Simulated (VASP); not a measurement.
VMo: single point with LDA

VMo:

```
V Mo
1.0
     1.53728   -2.22403    0.00000
     1.53728    2.22403    0.00000
     0.00000    0.00000    4.22901
V Mo
1 1
Direct
  0.50000 0.50000 0.50000
  0.00000 0.00000 0.00000
```

| Item | Value |
| --- | --- |
| Program | VASP 6.6.1 |
| Task | single point |
| Functional | LDA |
| Potentials or basis | VASP PAW LDA potentials, release 64 (V_sv, Mo_sv) |
| Cutoff | 520 eV |
| k mesh | 11 × 11 × 7 |
| Occupations | fermi-dirac, width 0.05 eV |
| Spin | collinear spin, ferromagnetic start |
| Starting moments | [0.5, 0.5] μB |
| Fixed moment | 1 μB |

```
Pressure                                              : -7.9 GPa
Net moment                                            : 1.00 μB per cell
Site moments                                          : V +0.65; Mo +0.15 μB
Valence electrons inside the program's atomic spheres : V 11.64; Mo 12.62
```

Stress tensor (GPa, compression positive):
```
-7.67  0.00  0.00
 0.00 -8.22  0.00
 0.00  0.00 -7.92
```

Run time: 2.5 min on 1 thread of Intel Xeon 8259CL, with other jobs on the host, peak memory 0.25 GiB.

Caveat: the cell stands under tension; the total moment is fixed, so each spin has its own Fermi level.
